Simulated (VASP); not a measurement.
Here is a VASP 6.6.1 calculation.

INCAR

```
PREC = Accurate ; ENCUT = 520
EDIFF = 1E-7 ; ISMEAR = 0
SIGMA = 0.1 ; LREAL = F
LASPH = T ; NELM = 80
ALGO = Normal ; ISIF = 2
LWAVE = F ; LCHARG = F
GGA = PE ; NBANDS = 31
```

Contents of KPOINTS:

```
regular mesh
0
Gamma
  12 12 6
```

Contents of POSCAR:

```
Hf2SeS3
1.0
    4.4767792445      0.0000000000      0.0000000000
   -2.2383896222      3.8770045529      0.0000000000
    0.0000000000      0.0000000000      6.7800788096
Hf Se S
2 1 3
Direct
    0.6666666667      0.3333333333      0.6901850140
    0.3333333333      0.6666666667      0.3098149860
    0.0000000000      0.0000000000      0.0000000000
    0.0000000000      0.0000000000      0.5000000000
    0.6666666667      0.3333333333      0.3097204407
    0.3333333333      0.6666666667      0.6902795593
```

Potentials or basis: VASP PAW PBE potentials, release 64 (Hf_pv, Se, S).

Launch:

```console
$ cat potpaw_PBE.64/Hf_pv/POTCAR potpaw_PBE.64/Se/POTCAR potpaw_PBE.64/S/POTCAR > POTCAR
$ mpirun -np 1 vasp_std > vasp.out
```

**Question.** Estimate the band gap on the k mesh.

**Answer.** Zero (band 22 reaches 6.02 eV, above the bottom of band 23 at 5.74 eV).

**Question.** What does it give for the pressure?

**Answer.** -0.7 GPa.

Stress tensor (GPa, compression positive):
```
-0.78  0.00  0.00
 0.00 -0.78  0.00
 0.00  0.00 -0.61
```

Caveat: spin-orbit coupling is left out, which moves the levels of the heavy elements.
